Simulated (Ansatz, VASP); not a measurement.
**CO2 in VASP and in Ansatz**

```
C O
1.0
     2.78956   -2.44828    0.00000
     2.78956    2.44828    0.00000
     0.00000    0.00000    6.27033
C O
2 4
Direct
  0.98796 0.01204 0.97913
  0.48796 0.51204 0.52087
  0.81631 0.18369 0.83062
  0.19573 0.80427 0.11097
  0.69573 0.30427 0.38903
  0.31631 0.68369 0.66938
```

Alike in both runs: task single point; functional PBE; k mesh 6 × 6 × 4; occupations gaussian, width 0.02 eV; no spin polarisation.

```csv
,VASP,Ansatz
version,VASP 6.6.1,Ansatz 0.2.0
potentials or method,"VASP PAW PBE potentials, release 64 (C, O), cutoff 520 eV","scalar-relativistic, plane waves, PAW"
valence electrons in the cell,32,32
```

```tsv
	VASP	Ansatz	Ansatz less VASP
gap on the k mesh at the Fermi level (eV)	4.94	4.97	+0.032
least direct gap on the mesh (eV)	5.09	5.12	+0.032
pressure (GPa)	-20.6	-21.4	-0.81
traceless stress, the component that is largest in VASP (GPa)	22.26	23.29	+1.024
rms of the force components (eV/Å)	3.770	3.916	+0.1461
```

Atom by atom the forces differ by 0.164 eV/Å (rms over components).

Noted on VASP's run: the standard files for N, O and F lose accuracy on very short bonds.
